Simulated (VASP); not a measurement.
A run of VASP 6.6.1:

INCAR

```
SYSTEM = TaN
ALGO = Normal
EDIFF = 1E-6
ENCUT = 520
GGA = PE
ISIF = 2
ISMEAR = -1
LASPH = .TRUE.
LCHARG = .TRUE.
LELF = .TRUE.
LREAL = .FALSE.
LVHAR = .TRUE.
LWAVE = .FALSE.
NBANDS = 15
NELM = 60
PREC = Accurate
SIGMA = 0.05
```

File KPOINTS:

```
k-points
0
G
  15 15 13
  0 0 0
```

The input POSCAR:

```
TaN
1.0
    2.8862690604      0.0000000001      0.0000000000
   -1.4431345302      2.4995823284      0.0000000000
    0.0000000000      0.0000000000      2.8457730759
Ta N
1 1
Direct
    0.0000000000      0.0000000000      0.0000000000
    0.3333333333      0.6666666667      0.5000000000
```

Potentials or basis: VASP PAW PBE potentials, release 64 (Ta_pv, N).

Launch:

```console
$ cat potpaw_PBE.64/Ta_pv/POTCAR potpaw_PBE.64/N/POTCAR > POTCAR
$ mpirun -np 1 vasp_std > vasp.out
```

Hardware: 1 thread of Intel(R) Xeon(R) Platinum 8488C (Sapphire Rapids), with other jobs on the host.

Problem. How long does it take, and how much memory?

Solution. Run time: 25 s on 1 thread of Intel(R) Xeon(R) Platinum 8488C (Sapphire Rapids) (shared host), peak memory 0.19 GiB. Counts: scf iterations 13, k points 189.
